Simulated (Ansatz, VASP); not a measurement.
## TlBr in VASP and in Ansatz

```xyz
2
Lattice="3.9145 0.0098 0.0098 0.0098 3.9145 0.0098 0.0098 0.0098 3.9145" Properties=species:S:1:pos:R:3 pbc="T T T"
Tl    0.0000    0.0000    0.0000
Br    1.9671    1.9671    1.9671
```

Change from the starting cell: equal xy, yz and zx engineering shears of +0.5 %.

Alike in both runs: functional PBEsol; k mesh 6 × 6 × 6; non-collinear spin, spin-orbit coupling.

Ansatz relaxed the structure, and its values are those at the end. VASP's run is a single point on that final structure, the one shown.

|  | VASP | Ansatz |
| --- | --- | --- |
| version | VASP 6.6.1 | Ansatz 0.2.0 |
| potentials or method | VASP PAW PBE potentials, release 64 (Tl_d, Br), cutoff 500 eV | all-electron LAPW |
| occupations | gaussian, width 0.01 eV | fixed |

VASP gave:

```
pressure (GPa)           : -0.1
net moment per atom (μB) : 0.00
```

Task: Which values does Ansatz return?

Result: Pressure (GPa): -0.2; net moment per atom (μB): 0.00.

VASP's potentials were made for PBE, not for PBEsol. Ansatz ran all-electron here, and VASP with PAW potentials.
